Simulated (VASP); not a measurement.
Input of a VASP 6.6.1 run:

The input INCAR:

```
SYSTEM = In3As
PREC = Accurate
ENCUT = 520
EDIFF = 1E-6
ISMEAR = 0
SIGMA = 0.1
LREAL = .False.
LASPH = .True.
NELM = 100
ALGO = Fast
ISIF = 2
LWAVE = .False.
LCHARG = .False.
GGA = PE
NBANDS = 30
```

Contents of KPOINTS:

```
regular mesh
0
Gamma
  6 6 6
  0 0 0
```

File POSCAR:

```
In3As
1.0
    3.0531015294      1.7627089899      4.6767310382
   -3.0531015294      1.7627089899      4.6767310382
    0.0000000000     -3.5254179798      4.6767310382
In As
3 1
Direct
    0.5000000000      0.5000000000      0.0000000000
    0.0000000000      0.5000000000      0.5000000000
    0.5000000000      0.0000000000      0.5000000000
    0.5000000000      0.5000000000      0.5000000000
```

Potentials or basis: VASP PAW PBE potentials, release 64 (In_d, As).

Launch:

```sh
$ cat potpaw_PBE.64/In_d/POTCAR potpaw_PBE.64/As/POTCAR > POTCAR
$ mpirun -np 1 vasp_std > vasp.out
```

Predict the band gap on the k mesh.

zero (band 22 reaches 4.08 eV, above the bottom of band 23 at 2.12 eV).

Estimate the pressure.

0.0 GPa.

Stress tensor (GPa, compression positive):
```
-0.04  0.00  0.00
 0.00 -0.04  0.00
 0.00  0.00  0.06
```

Caveat: spin-orbit coupling is left out, which moves the levels of the heavy elements.
